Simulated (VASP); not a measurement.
Set up this calculation in VASP 6.6.1, as the native input.

```
Task                   : single point
Functional             : PBE
Potentials or basis    : VASP PAW PBE potentials, release 64 (Ir, O)
Cutoff                 : 520 eV
k mesh                 : 4 × 4 × 1
Occupations            : gaussian, width 0.05 eV
Spin                   : no spin polarisation
Dipole correction      : no
Further INCAR settings : ALGO = Normal; EDIFF = 1e-06; NBANDS = 69
```

The structure of Ir12O lies in POSCAR:

```
Ir12O
1.0
    5.4305800000      0.0000000000      0.0000000000
    2.7152900000      4.7030200000      0.0000000000
    0.0000000000      0.0000000000     15.4340500000
Ir O
12 1
Direct
    0.1666666312      0.1666667375      0.0647918077
    0.6666666312      0.1666667375      0.0647918077
    0.1666666312      0.6666667375      0.0647918077
    0.6666666312      0.6666667375      0.0647918077
   -0.1694169334      0.3321491297      0.2069757452
    0.3318838785      0.3323740915      0.2030946511
   -0.1705237768      0.8300594086      0.2105795303
    0.3315808903      0.8311574265      0.2069746437
   -0.0072864091     -0.0063914251      0.3468685795
    0.4916961614     -0.0021409647      0.3533749081
   -0.0034039803      0.4927884636      0.3533924667
    0.4965085735      0.4974777909      0.3475948309
    0.2565519242      0.2579161900      0.4487907581
```

The input as run:

INCAR

```
SYSTEM = Ir12O
PREC     = Accurate       ! precision mode
ENCUT    = 520            ! plane-wave cutoff, eV
EDIFF    = 1E-6           ! SCF threshold, eV
ISMEAR   = 0              ! smearing method
SIGMA    = 0.05           ! smearing width, eV
LREAL    = .False.        ! projectors in reciprocal space
LASPH    = .True.         ! aspherical terms in the spheres
NELM     = 60             ! most SCF steps
ALGO     = Normal         ! electronic algorithm
ISIF     = 2              ! what is computed and relaxed
LWAVE    = .False.        ! write WAVECAR
LCHARG   = .False.        ! write CHGCAR
GGA      = PE             ! functional
NBANDS   = 69             ! bands
```

KPOINTS

```
Automatic mesh
0
Gamma
  4 4 1
  0 0 0
```

Potentials or basis: VASP PAW PBE potentials, release 64 (Ir, O).

Command:

```bash
$ cat potpaw_PBE.64/Ir/POTCAR potpaw_PBE.64/O/POTCAR > POTCAR
$ mpirun -np 1 vasp_std > vasp.out
```

It gave:

The largest force is 0.208 eV/Å and the band gap on the k mesh is zero (bands 57 and 58 overlap by 1.11 eV).

Caveat: there is no dipole correction, which matters where the two faces differ; spin-orbit coupling is left out, which moves the levels of the heavy elements.

Wall time 9.4 min on 1 thread of Intel(R) Xeon(R) Platinum 8488C (Sapphire Rapids), on a shared host, peak memory 0.56 GiB.
